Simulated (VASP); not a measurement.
Here is a VASP 6.6.1 calculation.

INCAR

```
PREC = Accurate
ENCUT = 500
EDIFF = 1E-6
ISMEAR = 0
SIGMA = 0.01
LREAL = F
LASPH = T
NELM = 120
ALGO = Normal
ISIF = 2
LWAVE = F
LCHARG = F
GGA = PE
NBANDS = 11
GGA_COMPAT = F
```

File KPOINTS:

```
regular mesh
0
Gamma
  10 10 10
```

The input POSCAR:

```
BAs
1.0
    0.0000000000      2.3263225333      2.3263225333
    2.3263225333      0.0000000000      2.3263225333
    2.3263225333      2.3263225333      0.0000000000
B As
1 1
Direct
    0.0000000000      0.0000000000      0.0000000000
    0.7500000000      0.7500000000      0.7500000000
```

Potentials or basis: VASP PAW PBE potentials, release 64 (B, As).

Run with:

```sh
$ cat potpaw_PBE.64/B/POTCAR potpaw_PBE.64/As/POTCAR > POTCAR
$ mpirun -np 1 vasp_std > vasp.out
```

(1) Estimate the pressure.

(2) What does it give for the band gap on the k mesh?

Results:

(1) 17.0 GPa.

(2) 1.09 eV, indirect (least direct gap 3.38 eV).
